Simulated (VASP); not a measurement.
A run of VASP 6.6.1:

File INCAR:

```
SYSTEM = MnCuAs
ALGO = Normal
EDIFF = 1E-6
ENCUT = 600
GGA = PE
GGA_COMPAT = .False.
ISIF = 2
ISMEAR = 0
ISPIN = 2
KPAR = 4
LASPH = .True.
LCHARG = .False.
LMAXMIX = 4
LORBIT = 11
LREAL = .False.
LWAVE = .False.
MAGMOM = 3.71 -3.71 0 0 0 0
NBANDS = 42
NELM = 200
PREC = Accurate
SIGMA = 0.1
```

KPOINTS

```
k-points
0
Gamma
  10 10 6
  0 0 0
```

File POSCAR:

```
MnCuAs
1.0
    3.6814017007      0.0000000000      0.0000000000
    0.0000000000      3.6814017007      0.0000000000
    0.0000000000      0.0000000000      6.4066565018
Mn Cu As
2 2 2
Direct
    0.0000000000      0.5000000000      0.1504761095
    0.5000000000      0.0000000000      0.8495238856
    0.0000000000      0.0000000000      0.4999999989
    0.5000000000      0.5000000000      0.4999999989
    0.0000000000      0.5000000000      0.7730280953
    0.5000000000      0.0000000000      0.2269719119
```

Potentials or basis: VASP PAW PBE potentials, release 64 (Mn_pv, Cu, As).

Run with:

```console
$ cat potpaw_PBE.64/Mn_pv/POTCAR potpaw_PBE.64/Cu/POTCAR potpaw_PBE.64/As/POTCAR > POTCAR
$ mpirun -np 4 vasp_std > vasp.out
```

Hardware: 4 MPI ranks on Intel(R) Xeon(R) Platinum 8259CL CPU @ 2.50GHz (Skylake/Cascade Lake), on a shared host.

Task: Estimate the wall time of this run.

Result: Run time: 3.3 min on 4 MPI ranks on Intel(R) Xeon(R) Platinum 8259CL CPU @ 2.50GHz (Skylake/Cascade Lake) (shared host), peak memory 0.66 GiB a rank. Counts: scf iterations 15, k points 84.
